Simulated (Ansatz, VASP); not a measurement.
**One calculation of Si, two programs**

File INCAR:

```
ALGO = Normal
DIPOL = 0.5 0.5 0.389
EDIFF = 1E-6
ENCUT = 520
GGA = PE
IDIPOL = 3
ISIF = 2
ISMEAR = 0
IVDW = 12
LASPH = True
LCHARG = False
LDIPOL = True
LREAL = False
LWAVE = False
NBANDS = 16
NELM = 60
PREC = Accurate
SIGMA = 0.1
```

KPOINTS

```
k-points
0
Gamma
  9 9 1
```

Contents of POSCAR:

```
Si
1.0
    3.8475254764      0.0000000000      0.0000000000
   -1.9237627382      3.3320548043      0.0000000000
    0.0000000000      0.0000000000     18.4415958250
Si
4
Direct
    0.3333333333      0.6666666667      0.2695427207
    0.6666666667      0.3333333333      0.2440135899
    0.0000000000      1.3333333333      0.5336629172
    0.3333333333      1.0000000000      0.5081337863
```

Input for Ansatz:

```yaml
crystal:
  lattice:
    - [3.8475254764, 0.0, 0.0]
    - [-1.9237627382, 3.3320548043, 0.0]
    - [0.0, 0.0, 18.441595825]
  atoms:
    - { symbol: Si, position: [0.3333333333, 0.6666666667, 0.2695427207] }
    - { symbol: Si, position: [0.6666666667, 0.3333333333, 0.2440135899] }
    - { symbol: Si, position: [0.0, 1.3333333333, 0.5336629172] }
    - { symbol: Si, position: [0.3333333333, 1.0, 0.5081337863] }
basis:
  ecutwfc: 420
kpoints:
  mp_grid: { grid: [9, 9, 1] }
hamiltonian:
  xc: pbe
  pseudopotentials: { kind: paw, azcp: { folder: soft_1 } }
  dispersion: d3bj
scf:
  occupations: { method: gaussian, width: 0.1 }
output:
  forces: true
  eigenvalues: true
efield:
  axis: 3
  dipole_correction: true
  ramp_width: 0.04
```

Alike in both runs: task single point; functional PBE; dispersion D3(BJ); k mesh 9 × 9 × 1; occupations gaussian, width 0.1 eV; no spin polarisation.

|  | VASP | Ansatz |
| --- | --- | --- |
| version | VASP 6.6.1 | Ansatz 0.2.0 |
| potentials or method | VASP PAW PBE potentials, release 64 (Si), cutoff 520 eV | scalar-relativistic, plane waves, PAW |
| valence electrons in the cell | 16 | 16 |

|  | VASP | Ansatz | Ansatz less VASP |
| --- | --- | --- | --- |
| gap on the k mesh at the Fermi level (eV) | 0.19 | 0.19 | 0.000 |
| least direct gap on the mesh (eV) | 0.19 | 0.19 | 0.000 |
| rms of the force components (eV/Å) | 0.046 | 0.047 | +0.0011 |

Atom by atom the forces differ by 0.003 eV/Å (rms over components).
